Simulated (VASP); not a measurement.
Input of a VASP 6.6.1 run:

Contents of INCAR:

```
PREC     = Accurate       # precision mode
ENCUT    = 520            # plane-wave cutoff, eV
EDIFF    = 1E-6           # SCF threshold, eV
ISMEAR   = -1             # smearing method
SIGMA    = 0.05           # smearing width, eV
LREAL    = False          # projectors in reciprocal space
LASPH    = True           # aspherical terms in the spheres
NELM     = 60             # most SCF steps
ALGO     = Fast           # electronic algorithm
ISIF     = 2              # what is computed and relaxed
LWAVE    = False          # write WAVECAR
LCHARG   = False          # write CHGCAR
GGA      = PS             # functional
NBANDS   = 32             # bands
```

Contents of KPOINTS:

```
regular mesh
0
Gamma
  5 5 5
```

POSCAR

```
Sn3Te
1.0
   -2.3009040000      2.3009040000      5.5164940000
    2.3009040000     -2.3009040000      5.5164940000
    2.3009040000      2.3009040000     -5.5164940000
Te Sn
1 3
Direct
    0.0000000000      0.0000000000      0.0000000000
    0.5000000000      0.5000000000      0.0000000000
    0.2500000000      0.7500000000      0.5000000000
    0.7500000000      0.2500000000      0.5000000000
```

Potentials or basis: VASP PAW PBE potentials, release 64 (Te, Sn_d).

Command:

```console
$ cat potpaw_PBE.64/Te/POTCAR potpaw_PBE.64/Sn_d/POTCAR > POTCAR
$ mpirun -np 1 vasp_std > vasp.out
```

(1) What does it give for the band gap on the k mesh?

(2) Estimate the pressure.

## Answers

(1) zero (bands 24 and 25 overlap by 0.54 eV).

(2) -3.2 GPa.

Caveat: the cell stands under tension; semilocal functionals underestimate gaps, and a narrow one can read as zero; the PAW data sets were made with another functional, which shifts forces and pressure a little; spin-orbit coupling is left out, which moves the levels of the heavy elements.
